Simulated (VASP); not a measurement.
# CsCr16 in VASP: single point with PBE

Aim: the single point of CsCr16 with PBE.

Program: VASP 6.6.1. These are calculated values, not measurements. Logs are shortened: lines on timing, memory, paths and dates and some standing lists are left out, and cuts for length are marked.

### Step 1. The cell of the first run

The cell holds a slab with vacuum, 17 atoms: a = 4.933 Å, b = 4.933 Å, c = 25.041 Å, α = 90.00°, β = 90.00°, γ = 109.47°.

### Step 2. Single point, PBE

The input, INCAR:

```
PREC     = Accurate       # precision mode
ENCUT    = 520            # plane-wave cutoff, eV
EDIFF    = 1E-6           # SCF threshold, eV
ISMEAR   = 0              # smearing method
SIGMA    = 0.1            # smearing width, eV
LREAL    = Auto         
LASPH    = T              # aspherical terms in the spheres
NELM     = 60             # most SCF steps
ALGO     = Normal         # electronic algorithm
ISIF     = 2              # what is computed and relaxed
LWAVE    = F              # write WAVECAR
LCHARG   = F              # write CHGCAR
LDIPOL   = T            
IDIPOL   = 3            
DIPOL    = 0.5 0.5 0.474
GGA      = PE             # functional
NBANDS   = 114            # bands
```

The input, KPOINTS:

```
regular mesh
0
Gamma
  6 6 1
```

The input, POSCAR:

```
CsCr16
1.0
    4.9325862683      0.0000000000      0.0000000000
   -1.6441954228      4.6504869321      0.0000000000
    0.0000000000      0.0000000000     25.0411597348
Cr Cs
16 1
Direct
    0.2500000000      0.2500000000      0.3394411477
    0.2500000000      0.7500000000      0.3394411477
    0.7500000000      0.2500000000      0.3394411477
    0.7500000000      0.7500000000      0.3394411477
    0.5000000000      0.5000000000      0.4198575475
    0.5000000000      0.0000000000      0.4198575475
    0.0000000000      0.5000000000      0.4198575475
    0.0000000000      0.0000000000      0.4198575475
    0.7500000000      0.7500000000      0.5006318914
    0.7500000000      0.2500000000      0.5005527382
    0.2500000000      0.7500000000      0.5005527382
    0.2500000000      0.2500000000      0.5006935440
    0.0018836407      0.0018836407      0.5782928179
    0.0006403451      0.4993596549      0.5787744659
    0.4993596549      0.0006403451      0.5787744659
    0.4981163593      0.4981163593      0.5782928179
    0.7500000000      0.7500000000      0.7087018962
```

Potentials or basis: VASP PAW PBE potentials, release 64 (Cr_pv, Cs_sv).

Started as:

```
$ cat potpaw_PBE.64/Cr_pv/POTCAR potpaw_PBE.64/Cs_sv/POTCAR > POTCAR
$ mpirun -np 1 vasp_std > vasp.out
```

OUTCAR:

```text
PREC = Accurate
   ENCUT = 520
   EDIFF = 1E-6
   ISMEAR = 0
   LREAL = Auto
   LASPH = T
   NELM = 60
   ISIF = 2
   GGA = PE

 ion  position               nearest neighbor table
   1  0.250  0.250  0.339-   2 2.47   2 2.47   3 2.47   3 2.47   5 2.47   8 2.47   4 2.85   4 2.85
                             6 2.85   7 2.85
   2  0.250  0.750  0.339-   1 2.47   1 2.47   4 2.47   4 2.47   6 2.47   7 2.47   3 2.85   3 2.85
                             8 2.85   5 2.85
   3  0.750  0.250  0.339-   4 2.47   4 2.47   1 2.47   1 2.47   6 2.47   7 2.47   2 2.85   2 2.85
                             8 2.85   5 2.85
   4  0.750  0.750  0.339-   3 2.47   3 2.47   2 2.47   2 2.47   5 2.47   8 2.47   1 2.85   1 2.85
                             6 2.85   7 2.85
   5  0.500  0.500  0.420-   6 2.47   6 2.47   7 2.47   7 2.47   1 2.47   4 2.47   9 2.47  12 2.47
                             8 2.85   8 2.85   3 2.85   2 2.85  10 2.85  11 2.85
   6  0.500  0.000  0.420-   5 2.47   5 2.47   8 2.47   8 2.47   2 2.47   3 2.47  10 2.47  11 2.47
                             7 2.85   7 2.85   1 2.85   4 2.85   9 2.85  12 2.86
   7  0.000  0.500  0.420-   8 2.47   8 2.47   5 2.47   5 2.47   2 2.47   3 2.47  10 2.47  11 2.47
                             6 2.85   6 2.85   1 2.85   4 2.85   9 2.85  12 2.86
   8  0.000  0.000  0.420-   7 2.47   7 2.47   6 2.47   6 2.47   1 2.47   4 2.47   9 2.47  12 2.47
                             5 2.85   5 2.85   3 2.85   2 2.85  10 2.85  11 2.85
   9  0.750  0.750  0.501-  13 2.42  16 2.42  10 2.47  10 2.47  11 2.47  11 2.47   5 2.47   8 2.47
                            15 2.81  14 2.81  12 2.85  12 2.85   7 2.85   6 2.85
  10  0.750  0.250  0.501-  14 2.42  15 2.42   9 2.47   9 2.47  12 2.47  12 2.47   6 2.47   7 2.47
                            13 2.80  16 2.80  11 2.85  11 2.85   5 2.85   8 2.85
  11  0.250  0.750  0.501-  14 2.42  15 2.42   9 2.47   9 2.47  12 2.47  12 2.47   6 2.47   7 2.47
                            13 2.80  16 2.80  10 2.85  10 2.85   5 2.85   8 2.85
  12  0.250  0.250  0.501-  13 2.40  16 2.40  11 2.47  11 2.47  10 2.47  10 2.47   5 2.47   8 2.47
                            15 2.80  14 2.80   9 2.85   9 2.85   7 2.86   6 2.86
  13  0.002  0.002  0.578-  12 2.40   9 2.42  14 2.46  15 2.46  14 2.48  15 2.48  11 2.80  10 2.80
                            16 2.83  16 2.87
  14  0.001  0.499  0.579-  11 2.42  10 2.42  13 2.46  16 2.46  13 2.48  16 2.48  12 2.80   9 2.81
                            15 2.85  15 2.85
  15  0.499  0.001  0.579-  11 2.42  10 2.42  16 2.46  13 2.46  16 2.48  13 2.48  12 2.80   9 2.81
                            14 2.85  14 2.85
  16  0.498  0.498  0.578-  12 2.40   9 2.42  15 2.46  14 2.46  15 2.48  14 2.48  11 2.80  10 2.80
                            13 2.83  13 2.87
  17  0.750  0.750  0.709-

  LATTYP: Found a base centered orthorhombic cell.
 ALAT       =     5.6956600196
 B/A-ratio  =     1.4142135624
 C/A-ratio  =     4.3965334393

  Lattice vectors:

 A1 = (   4.9325862683,   0.0000000000,   0.0000000000)
 A2 = (  -1.6441954228,   4.6504869321,   0.0000000000)
 A3 = (   0.0000000000,   0.0000000000,  25.0411597348)

Analysis of symmetry for initial positions (statically):
=====================================================================
[... 169 lines left out ...]
   GGA     = PE    functional components
   LHFCALC =     F    Hartree Fock is set to
   AEXX    =    0.0000 exact exchange contribution
   IVDW    =     0    specifies the selected vdW correction
   LEPSILON=     F    determine dielectric tensor
   LRPA    =     F    only Hartree local field effects (RPA)
 non-spin polarized calculation
 Gauss-broadening in eV      SIGMA  =   0.10
  energy-cutoff  :      520.00
  volume of cell :      574.42
 maximum number of plane-waves:     15505
 NGX is ok and might be reduce to    40
   NGX = 19   NGY = 19   NGZ = 93

 dipolmoment           0.000000      0.000000      0.319181 electrons x Angstroem

 number of electron     201.0000093 magnetization

 dipolmoment           0.000000      0.000000     -0.411358 electrons x Angstroem

 Free energy of the ion-electron system (eV)
  ---------------------------------------------------
  ext. energy  EPLUGINS =         0.00000000
  ---------------------------------------------------
  free energy    TOTEN  =      -144.84390439 eV

  energy without entropy =     -144.76348044  energy(sigma->0) =     -144.80369242

 E-fermi :   1.7902     XC(G=0):  -6.1298

 val. band max:        1.7893976497   @ k =   0.5000   0.5000   0.0000
 cond. band min:       1.8113564194   @ k =   0.3333   0.3333   0.0000
 fundamental gap:      0.0219587697
 Fermi energy:         1.7902112557

 k-point     1 :       0.0000    0.0000    0.0000
  band No.  band energies     occupation
      1     -41.8613      2.00000
      2     -41.8528      2.00000
      3     -41.8474      2.00000
      4     -41.8447      2.00000
      5     -41.8444      2.00000
      6     -41.7808      2.00000
[... 1484 lines left out ...]
    111       2.1095      0.00001
    112       2.1175      0.00000
 [bands above 112 left out]

------------------------ aborting loop because EDIFF is reached ----------------------------------------

 vacuum level on the upper side and lower side of the slab       (xc-potential included)        -2.224         1.147

  FORCE on cell =-STRESS in cart. coord.  units (eV):
  Direction    XX          YY          ZZ          XY          YZ          ZX
  --------------------------------------------------------------------------------------
  -------------------------------------------------------------------------------------
  Total      -11.2559189    -11.7567732     -3.7842239     -0.7083149      0.0000000      0.0000000
  in kB      -31.3952525    -32.7922461    -10.5550392     -1.9756473      0.0000000      0.0000000
  external PRESSURE =     -24.9141793 kB  Pullay stress =       0.0000000 kB

 VOLUME and BASIS-vectors are now :
 -----------------------------------------------------------------------------
  energy-cutoff  :      520.00
  volume of cell :      574.42
      direct lattice vectors                 reciprocal lattice vectors
     4.932586268  0.000000000  0.000000000     0.202733403  0.071677082  0.000000000
    -1.644195423  4.650486932  0.000000000     0.000000000  0.215031246  0.000000000
     0.000000000  0.000000000 25.041159735     0.000000000  0.000000000  0.039934253

 POSITION                                       TOTAL-FORCE (eV/Angst)
 -----------------------------------------------------------------------------------
      0.82210      1.16262      8.50000        -0.000000      0.000000      0.452410
     -0.00000      3.48787      8.50000        -0.000000      0.000000      0.442505
      3.28839      1.16262      8.50000        -0.000000     -0.000000      0.442505
      2.46629      3.48787      8.50000        -0.000000     -0.000000      0.453807
      1.64420      2.32524     10.51372         0.007205      0.010189     -0.452287
      2.46629      0.00000     10.51372        -0.003030      0.002143     -0.422001
[... 9 lines left out ...]
      1.63800      2.31648     14.48112        -0.002470     -0.003492     -0.007198
      2.46629      3.48787     17.74672        -0.000000      0.000000      0.011025
 -----------------------------------------------------------------------------------
    total drift:                               -0.000002     -0.000002     -0.007205

  FREE ENERGIE OF THE ION-ELECTRON SYSTEM (eV)
  ---------------------------------------------------
  free  energy   TOTEN  =      -144.8439043918 eV

  energy  without entropy=     -144.7634804384  energy(sigma->0) =     -144.80369242

 vacuum level on the upper side and lower side of the slab         2.859         6.300
```

OSZICAR:

```text
N       E                     dE             d eps       ncg     rms          rms(c)
DAV:   1     0.235667290919E+04    0.23567E+04   -0.12242E+05  3884   0.175E+03
DAV:   2     0.296534456082E+02   -0.23270E+04   -0.22841E+04  3068   0.527E+02
DAV:   3    -0.153991470696E+03   -0.18364E+03   -0.17870E+03  4472   0.139E+02
[... 32 lines left out ...]
DAV:  36    -0.144843897020E+03   -0.13176E-04   -0.41547E-06  2456   0.967E-03    0.440E-03
DAV:  37    -0.144843900138E+03   -0.31184E-05   -0.77310E-07  2006   0.362E-03    0.342E-03
DAV:  38    -0.144843901594E+03   -0.14563E-05   -0.33679E-07  1930   0.265E-03    0.248E-03
DAV:  39    -0.144843903874E+03   -0.22793E-05   -0.34425E-07  1882   0.193E-03    0.110E-03
DAV:  40    -0.144843904392E+03   -0.51807E-06   -0.14317E-07  1850   0.114E-03
   1 F= -.14484390E+03 E0= -.14480369E+03  d E =-.804240E-01
```

Run time: 74 min. Hardware: 1 thread of Intel Xeon 8259CL, shared host; peak memory 0.96 GiB.

Results:

```
Free energy            : -144.8439 eV
Largest force          : 0.454 eV/Å
Band gap on the k mesh : zero (an odd number of electrons rules out a gap without spin polarisation)
```

Forces on the atoms (eV/Å):
```
Cr   0.000  0.000  0.452
Cr   0.000  0.000  0.443
Cr   0.000  0.000  0.443
Cr   0.000  0.000  0.454
Cr   0.007  0.010 -0.452
Cr  -0.003  0.002 -0.422
Cr   0.003 -0.002 -0.422
Cr  -0.007 -0.010 -0.452
Cr   0.000  0.000 -0.011
Cr   0.000  0.000 -0.007
Cr   0.000  0.000 -0.007
Cr   0.000  0.000 -0.005
Cr   0.002  0.003 -0.007
Cr  -0.003  0.002 -0.004
Cr   0.003 -0.002 -0.004
Cr  -0.002 -0.003 -0.007
Cs   0.000  0.000  0.011
```

Caveat: spin-orbit coupling is left out, which moves the levels of the heavy elements; the run has no spin polarisation, though such a crystal can be magnetic.

The gap in the log of VASP goes by the Fermi energy; the results here count the filled bands.